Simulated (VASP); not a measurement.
# B3C4 (P-6m2) in VASP: further runs

The runs below take B3C4 through single point, relaxation of cell and atoms, with PBE.

Program: VASP 6.6.1. These are calculated values, not measurements. Logs are shortened: lines on timing, memory, paths and dates and some standing lists are left out, and cuts for length are marked.

**1. The cell of the first run**

The structure is hexagonal, space group P-6m2 (No. 187). The conventional cell has a = 5.580 Å, b = 5.580 Å, c = 3.369 Å, α = 90.00°, β = 90.00°, γ = 120.00°. Within 2.0 Å of B (site symmetry mm2) lie 3 C at 1.49 to 1.51 Å. Within 2.0 Å of C (site symmetry mm2) lie 2 B at 1.49 Å and 2 C at 1.80 Å. Within 2.0 Å of C (site symmetry -6m2) lie 3 B at 1.51 Å.

**2. Single point, PBE**

The input, INCAR:

```
SYSTEM = B3C4
PREC     = Accurate       ! precision mode
ENCUT    = 520            ! plane-wave cutoff, eV
EDIFF    = 1E-6           ! SCF threshold, eV
ISMEAR   = 0              ! smearing method
SIGMA    = 0.2            ! smearing width, eV
LREAL    = .FALSE.        ! projectors in reciprocal space
LASPH    = .TRUE.         ! aspherical terms in the spheres
NELM     = 80             ! most SCF steps
ALGO     = Normal         ! electronic algorithm
ISIF     = 2              ! what is computed and relaxed
LWAVE    = .FALSE.        ! write WAVECAR
LCHARG   = .TRUE.         ! write CHGCAR
GGA      = PE             ! functional
LELF     = .TRUE.         ! ELF
LVHAR    = .TRUE.       
NBANDS   = 22             ! bands
```

The input, KPOINTS:

```
Automatic mesh
0
G
  4 4 5
  0 0 0
```

The input, POSCAR:

```
B3C4
1.0
    5.5804648479      0.0000000000      0.0000000000
   -2.7902324239      4.8328243232      0.0000000000
    0.0000000000      0.0000000000      3.3690332990
B C
3 4
Direct
    0.5104520866      0.0209041731      0.0000000000
   -0.0209041731      0.4895479134      0.0000000000
    0.5104520866      0.4895479134      0.0000000000
    0.5489569889      0.7744784944      0.0000000000
    0.6666666667      0.3333333333      0.0000000000
    0.2255215056      0.4510430111      0.0000000000
    0.2255215056      0.7744784944      0.0000000000
```

Potentials or basis: VASP PAW PBE potentials, release 64 (B, C).

Run with:

```sh
> cat potpaw_PBE.64/B/POTCAR potpaw_PBE.64/C/POTCAR > POTCAR
> mpirun -np 1 vasp_std > vasp.out
```

OUTCAR:

```text
SYSTEM = B3C4
   PREC = Accurate
   ENCUT = 520
   EDIFF = 1E-6
   ISMEAR = 0
   LREAL = .FALSE.
   LASPH = .TRUE.
   NELM = 80
   ISIF = 2
   GGA = PE

 ion  position               nearest neighbor table
   1  0.510  0.021  0.000-   4 1.49   7 1.49   5 1.51
   2  0.979  0.490  0.000-   6 1.49   7 1.49   5 1.51
   3  0.510  0.490  0.000-   4 1.49   6 1.49   5 1.51
   4  0.549  0.774  0.000-   1 1.49   3 1.49   7 1.80   6 1.80
   5  0.667  0.333  0.000-   3 1.51   1 1.51   2 1.51
   6  0.226  0.451  0.000-   2 1.49   3 1.49   7 1.80   4 1.80
   7  0.226  0.774  0.000-   2 1.49   1 1.49   6 1.80   4 1.80

  LATTYP: Found a hexagonal cell.
 ALAT       =     5.5804648479
 C/A-ratio  =     0.6037191150

  Lattice vectors:

 A1 = (   5.5804648479,   0.0000000000,   0.0000000000)
 A2 = (  -2.7902324239,   4.8328243232,   0.0000000000)
 A3 = (   0.0000000000,   0.0000000000,   3.3690332990)

Analysis of symmetry for initial positions (statically):
=====================================================================
 Subroutine PRICEL returns:
 Original cell was already a primitive cell.

 Routine SETGRP: Setting up the symmetry group for a
 hexagonal supercell.

 Subroutine GETGRP returns: Found 12 space group operations
 (whereof 12 operations were pure point group operations)
 out of a pool of 24 trial point group operations.

The static configuration has the point symmetry D_3h.

Analysis of symmetry for dynamics (positions and initial velocities):
=====================================================================
 Subroutine PRICEL returns:
 Original cell was already a primitive cell.

 Routine SETGRP: Setting up the symmetry group for a
 hexagonal supercell.

 Subroutine GETGRP returns: Found 12 space group operations
 (whereof 12 operations were pure point group operations)
 out of a pool of 24 trial point group operations.

The dynamic configuration has the point symmetry D_3h.

 Subroutine INISYM returns: Found 12 space group operations
 (whereof 12 operations are pure point group operations),
 and found     1 'primitive' translations

----------------------------------------------------------------------------------------

                                     Primitive cell

  volume of cell :      90.8608

  direct lattice vectors                    reciprocal lattice vectors
     5.580464848  0.000000000  0.000000000     0.179196541  0.103459171  0.000000000
    -2.790232424  4.832824323  0.000000000     0.000000000  0.206918343  0.000000000
     0.000000000  0.000000000  3.369033299     0.000000000  0.000000000  0.296821050

  length of vectors
     5.580464848  5.580464848  3.369033299     0.206918343  0.206918343  0.296821050

  position of ions in fractional coordinates (direct lattice)
     0.510452087  0.020904173  0.000000000
     0.979095827  0.489547913  0.000000000
     0.510452087  0.489547913  0.000000000
     0.548956989  0.774478494  0.000000000
     0.666666667  0.333333333  0.000000000
     0.225521506  0.451043011  0.000000000
     0.225521506  0.774478494  0.000000000

  ion indices of the primitive-cell ions
   primitive index   ion index
                 1           1
                 2           2
                 3           3
                 4           4
                 5           5
                 6           6
                 7           7

----------------------------------------------------------------------------------------

 KPOINTS: Automatic mesh

Automatic generation of k-mesh.
 Grid dimensions read from file:
 generate k-points for:    4    4    5

 Generating k-lattice:

  Cartesian coordinates                     Fractional coordinates (reciprocal lattice)
     0.044799135  0.025864793  0.000000000     0.250000000  0.000000000  0.000000000
     0.000000000  0.051729586  0.000000000     0.000000000  0.250000000  0.000000000
     0.000000000  0.000000000  0.059364210     0.000000000  0.000000000  0.200000000

  Length of vectors
     0.051729586  0.051729586  0.059364210

  Shift w.r.t. Gamma in fractional coordinates (k-lattice)
     0.000000000  0.000000000  0.000000000

 Subroutine IBZKPT returns following result:
 ===========================================

 Found     12 irreducible k-points:

 Following reciprocal coordinates:
            Coordinates               Weight
  0.000000  0.000000  0.000000      1.000000
  0.250000  0.000000  0.000000      6.000000
  0.500000  0.000000  0.000000      3.000000
  0.250000  0.250000  0.000000      6.000000
  0.000000  0.000000  0.200000      2.000000
  0.250000  0.000000  0.200000     12.000000
  0.500000  0.000000  0.200000      6.000000
  0.250000  0.250000  0.200000     12.000000
  0.000000  0.000000  0.400000      2.000000
  0.250000  0.000000  0.400000     12.000000
  0.500000  0.000000  0.400000      6.000000
  0.250000  0.250000  0.400000     12.000000
   k-points           NKPTS =     12   k-points in BZ     NKDIM =     12   number of bands    NBANDS=     22
   number of dos      NEDOS =    301   number of ions     NIONS =      7
   total plane-waves  NPLWV =  49392
   dimension x,y,z NGX =    42 NGY =   42 NGZ =   28
   dimension x,y,z NGXF=    84 NGYF=   84 NGZF=   56
   ions per type =               3   4
   NGX,Y,Z   is equivalent  to a cutoff of  12.51, 12.51, 13.82 a.u.
   NGXF,Y,Z  is equivalent  to a cutoff of  25.02, 25.02, 27.63 a.u.
 SYSTEM =  B3C4
   PREC   = accura    normal or accurate (medium, high low for compatibility)
   ISTART =      0    job   : 0-new  1-cont  2-samecut
   ICHARG =      2    charge: 1-file 2-atom 10-const
   ISPIN  =      1    spin polarized calculation?
   LNONCOLLINEAR =      F non collinear calculations
   LSORBIT =      F    spin-orbit coupling
   LASPH  =      T    aspherical Exc in radial PAW
   ENCUT  =  520.0 eV  38.22 Ry    6.18 a.u.  10.38 10.38  6.26*2*pi/ulx,y,z
   NELM   =     80;   NELMIN=  2; NELMDL= -5     # of ELM steps
   EDIFF  = 0.1E-05   stopping-criterion for ELM
   LREAL  =      F    real-space projection
   EDIFFG = 0.1E-04   stopping-criterion for IOM
   NSW    =      0    number of steps for IOM
   IBRION =     -1    ionic relax: 0-MD 1-quasi-New 2-CG
   NFREE  =      0    steps in history (QN), initial steepest desc. (CG)
   ISIF   =      2    stress and relaxation
   ISYM   =      2    0-nonsym 1-usesym 2-fastsym
   POTIM  = 0.5000    time-step for ionic-motion
   TEBEG  =    0.0;   TEEND  =   0.0 temperature during run
   PSTRESS=    0.0 pullay stress
   NELECT =      25.0000    total number of electrons
   NUPDOWN=      -1.0000    fix difference up-down
   EMIN   =  10.00;   EMAX   =-10.00  energy-range for DOS
   EFERMI =   0.00;   METHOD = LEGACY
   ISMEAR =     0;   SIGMA  =   0.20  broadening in eV -4-tet -1-fermi 0-gaus
   EFERMI_NEDOS =   21; number of points for ismear=-14 and -15
   IALGO  =     38    algorithm
   IMIX   =      4    mixing-type and parameters
     AMIX     =   0.40;   BMIX     =  1.00
     AMIX_MAG =   1.60;   BMIX_MAG =  1.00
  volume/ion in A,a.u.               =      12.98        87.59
  Fermi-wavevector in a.u.,A,eV,Ry     =   1.064787  2.012155 15.425886  1.133771
  Thomas-Fermi vector in A             =   2.200317
   LORBIT       =      0    0 simple, 1 ext, 2 COOP (PROOUT), +10 PAW based schemes
   GGA     = PE    functional components
   LHFCALC =     F    Hartree Fock is set to
   AEXX    =    0.0000 exact exchange contribution
   IVDW    =     0    specifies the selected vdW correction
   LEPSILON=     F    determine dielectric tensor
   LRPA    =     F    only Hartree local field effects (RPA)
 non-spin polarized calculation
 Gauss-broadening in eV      SIGMA  =   0.20
  energy-cutoff  :      520.00
  volume of cell :       90.86
 maximum number of plane-waves:      2464
 NGX is ok and might be reduce to    42
   NGX = 21   NGY = 21   NGZ = 13

 number of electron      25.0000003 magnetization

 Free energy of the ion-electron system (eV)
  ---------------------------------------------------
  ext. energy  EPLUGINS =         0.00000000
  ---------------------------------------------------
  free energy    TOTEN  =       -50.18697872 eV

  energy without entropy =      -50.14687258  energy(sigma->0) =      -50.16692565

 E-fermi :   0.5807     XC(G=0):  -8.4163

 val. band max:        0.3136725531   @ k =   0.2500   0.0000   0.0000
 cond. band min:       0.6057534371   @ k =   0.0000   0.0000   0.2000
 fundamental gap:      0.2920808840
 Fermi energy:         0.5807197389

 k-point     1 :       0.0000    0.0000    0.0000
  band No.  band energies     occupation
      1     -16.0495      2.00000
      2     -11.1037      2.00000
      3     -10.4720      2.00000
      4     -10.4720      2.00000
      5      -6.0450      2.00000
      6      -6.0450      2.00000
[... 14 lines left out ...]
     21       8.7061      0.00000
     22       8.7061      0.00000

 k-point     2 :       0.2500    0.0000    0.0000
  band No.  band energies     occupation
      1     -16.0219      2.00000
      2     -11.5246      2.00000
      3     -10.5222      2.00000
      4     -10.0295      2.00000
      5      -5.9703      2.00000
      6      -5.6432      2.00000
[... 14 lines left out ...]
     21       9.2110      0.00000
     22       9.4742      0.00000

 k-point     3 :       0.5000    0.0000    0.0000
  band No.  band energies     occupation
      1     -15.9932      2.00000
      2     -11.7779      2.00000
      3     -10.5697      2.00000
      4      -9.7629      2.00000
      5      -5.7743      2.00000
      6      -4.8591      2.00000
[... 14 lines left out ...]
     21       8.8190      0.00000
     22      10.2601      0.00000
[... 176 lines left out ...]
 k-point    11 :       0.5000    0.0000    0.4000
  band No.  band energies     occupation
      1     -15.7432      2.00000
      2     -11.3891      2.00000
      3     -10.2928      2.00000
      4      -9.5376      2.00000
      5      -5.4997      2.00000
      6      -4.6361      2.00000
[... 14 lines left out ...]
     21      10.4004      0.00000
     22      11.4702      0.00000

 k-point    12 :       0.2500    0.2500    0.4000
  band No.  band energies     occupation
      1     -15.7433      2.00000
      2     -11.3765      2.00000
      3     -10.3473      2.00000
      4      -9.4839      2.00000
      5      -5.4289      2.00000
      6      -4.8859      2.00000
[... 14 lines left out ...]
     21      10.0257      0.00000
     22      10.6552      0.00000

------------------------ aborting loop because EDIFF is reached ----------------------------------------

  FORCE on cell =-STRESS in cart. coord.  units (eV):
  Direction    XX          YY          ZZ          XY          YZ          ZX
  --------------------------------------------------------------------------------------
  -------------------------------------------------------------------------------------
  Total        0.1800443      0.1800443      0.1023651      0.0000000     -0.0000000      0.0000000
  in kB        3.1747777      3.1747777      1.8050361      0.0000000     -0.0000000      0.0000000
  external PRESSURE =       2.7181972 kB  Pullay stress =       0.0000000 kB

 VOLUME and BASIS-vectors are now :
 -----------------------------------------------------------------------------
  energy-cutoff  :      520.00
  volume of cell :       90.86
      direct lattice vectors                 reciprocal lattice vectors
     5.580464848  0.000000000  0.000000000     0.179196541  0.103459171  0.000000000
    -2.790232424  4.832824323  0.000000000     0.000000000  0.206918343  0.000000000
     0.000000000  0.000000000  3.369033299     0.000000000  0.000000000  0.296821050

 POSITION                                       TOTAL-FORCE (eV/Angst)
 -----------------------------------------------------------------------------------
      2.79023      0.10103      0.00000         0.000000      0.037668      0.000000
      4.09786      2.36590      0.00000        -0.032621     -0.018834     -0.000000
      1.48261      2.36590      0.00000         0.032621     -0.018834     -0.000000
      0.90246      3.74292      0.00000         0.020201      0.011663      0.000000
      2.79023      1.61094      0.00000        -0.000000      0.000000     -0.000000
      0.00000      2.17981      0.00000        -0.000000     -0.023326     -0.000000
     -0.90246      3.74292      0.00000        -0.020201      0.011663      0.000000
 -----------------------------------------------------------------------------------
    total drift:                               -0.000001      0.000001     -0.000000

  FREE ENERGIE OF THE ION-ELECTRON SYSTEM (eV)
  ---------------------------------------------------
  free  energy   TOTEN  =       -50.1869787181 eV

  energy  without entropy=      -50.1468725781  energy(sigma->0) =      -50.16692565
```

Wall time 45 s (1 thread of Oxide Virtual Turin-like, shared host); peak memory 0.17 GiB.

Results:

```
Free energy            : -50.1870 eV
Pressure               : 0.3 GPa
Largest force          : 0.038 eV/Å
Band gap on the k mesh : zero (an odd number of electrons rules out a gap without spin polarisation)
```

Forces on the atoms (eV/Å):
```
B    0.000  0.038  0.000
B   -0.033 -0.019  0.000
B    0.033 -0.019  0.000
C    0.020  0.012  0.000
C    0.000  0.000  0.000
C    0.000 -0.023  0.000
C   -0.020  0.012  0.000
```

Levels at points of the mesh, in eV from the Fermi level:
| k point | band 9 | band 10 | band 11 | band 12 | band 13 | band 14 | band 15 | band 16 |
| --- | --- | --- | --- | --- | --- | --- | --- | --- |
| (0.00, 0.00, 0.00) | -3.58 | -3.31 | -1.37 | 0.80 | 0.96 | 0.96 | 6.20 | 6.20 |
| (0.50, 0.00, 0.00) | -3.27 | -1.86 | -1.44 | -0.83 | 0.89 | 2.13 | 4.11 | 5.84 |

Caveat: the k points lie up to 0.37 Å⁻¹ apart, too coarse for converged energies and pressures of a metal; this functional lacks dispersion, which binds layers or chains, so the pressure and a relaxed spacing across them are unreliable; an odd number of electrons without spin polarisation forces a metal; a magnetic or distorted state may lie lower.

**3. Relaxation of cell and atoms, PBE**

This run uses another cell than the first one, of 10.30 Å³/atom.

The input, INCAR:

```
PREC = Accurate
ENCUT = 600
EDIFF = 1E-7
ISMEAR = 0
SIGMA = 0.2
LREAL = False
LASPH = True
NELM = 60
ALGO = Normal
ISIF = 3
LWAVE = False
LCHARG = False
GGA = PE
IBRION = 2
NSW = 36
EDIFFG = -0.08
```

The input, KPOINTS:

```
Automatic mesh
0
Gamma
  4 4 5
```

The input, POSCAR:

```
B3C4
1.0
    5.1000000000      0.0000000000      0.0000000000
   -2.5500000000      4.4167295600      0.0000000000
    0.0000000000      0.0000000000      3.2000000000
B C
3 4
Direct
    0.5000000000      0.0000000000      0.0000000000
    0.0000000000      0.5000000000      0.0000000000
    0.5000000000      0.5000000000      0.0000000000
    0.6666666000      0.8333333000      0.0000000000
    0.6666666700      0.3333333300      0.0000000000
    0.1666667000      0.3333334000      0.0000000000
    0.1666667000      0.8333333000      0.0000000000
```

Potentials or basis: VASP PAW PBE potentials, release 64 (B, C).

Run with:

```sh
> cat potpaw_PBE.64/B/POTCAR potpaw_PBE.64/C/POTCAR > POTCAR
> mpirun -np 1 vasp_std > vasp.out
```

Run time: 5.8 min. Hardware: 1 thread of Oxide Virtual Turin-like, shared host; peak memory 0.17 GiB.

Results (log left out):

- Free energy: -50.1689 eV
- Relaxed volume: 12.25 Å³/atom
- Relaxed cell: a = 5.603 Å, b = 5.603 Å, c = 3.155 Å, α = 90.00°, β = 90.00°, γ = 120.00°
- Space group after relaxing (to 0.1 Å): P-6m2 (No. 187)
- Energy gained by relaxing: 449.7 meV/atom
- Ionic steps: 12
- Pressure after relaxing: -0.7 GPa
- Largest force after relaxing: 0.048 eV/Å
- Band gap on the k mesh: zero (an odd number of electrons rules out a gap without spin polarisation)

Forces on the atoms (eV/Å):
```
B    0.000 -0.048  0.000
B    0.042  0.024  0.000
B   -0.042  0.024  0.000
C    0.029  0.017  0.000
C    0.000  0.000  0.000
C    0.000 -0.034  0.000
C   -0.029  0.017  0.000
```

Stress tensor (GPa, compression positive):
```
-0.89  0.00  0.00
 0.00 -0.89  0.00
 0.00  0.00 -0.35
```

Step by step:
| step | energy change (eV) | largest force (eV/Å) | pressure (GPa) | volume (Å³) |
| --- | --- | --- | --- | --- |
| 1 | 0.0000 | 2.3046 | 14.72 | 72.08 |
| 2 | -0.1931 | 3.0229 | -9.19 | 82.30 |
| 3 | -0.5544 | 2.3076 | -0.14 | 77.47 |
| 4 | -1.3459 | 2.7547 | -4.10 | 81.55 |
| 5 | -2.2041 | 1.3530 | -18.09 | 94.35 |
| 6 | -2.3489 | 1.8120 | -13.25 | 89.87 |
| 7 | -2.8280 | 1.1285 | -8.74 | 88.51 |
| 8 | -3.0741 | 1.5781 | 0.01 | 86.34 |
| 9 | -3.0868 | 1.1950 | -2.12 | 86.81 |
| 10 | -3.0878 | 1.2703 | -1.71 | 86.71 |
| 11 | -3.1436 | 0.2969 | -1.02 | 86.01 |
| 12 | -3.1476 | 0.0483 | -0.71 | 85.77 |

Final structure:
```yaml
crystal:
  lattice:
    - [5.60259, 0.00000, 0.00000]
    - [-2.80130, 4.85199, 0.00000]
    - [0.00000, 0.00000, 3.15515]
  atoms:
    - { symbol: B, position: [0.51042, 0.02083, 0.00000] }
    - { symbol: B, position: [0.97917, 0.48958, 0.00000] }
    - { symbol: B, position: [0.51042, 0.48958, 0.00000] }
    - { symbol: C, position: [0.54745, 0.77372, 0.00000] }
    - { symbol: C, position: [0.66667, 0.33333, 0.00000] }
    - { symbol: C, position: [0.22628, 0.45255, 0.00000] }
    - { symbol: C, position: [0.22628, 0.77372, 0.00000] }
```

Levels at points of the mesh, in eV from the Fermi level:
| k point | band 9 | band 10 | band 11 | band 12 | band 13 | band 14 | band 15 | band 16 |
| --- | --- | --- | --- | --- | --- | --- | --- | --- |
| (0.00, 0.00, 0.00) | -3.49 | -3.18 | -1.45 | 1.13 | 1.30 | 1.30 | 6.11 | 6.11 |
| (0.50, 0.00, 0.00) | -2.89 | -2.03 | -1.55 | -0.40 | 1.24 | 2.43 | 4.02 | 5.75 |

Caveat: the k points lie up to 0.40 Å⁻¹ apart in the final cell, too coarse for converged energies and pressures of a metal; the volume moved by over 15 % at a fixed basis, so the end points are rough; this functional lacks dispersion, which binds layers or chains, so the pressure and a relaxed spacing across them are unreliable; an odd number of electrons without spin polarisation forces a metal; a magnetic or distorted state may lie lower; the relaxation stopped at a loose force limit of 0.08 eV/Å, so its end isn't a converged minimum.

The gap in the log of VASP goes by the Fermi energy; the results here count the filled bands.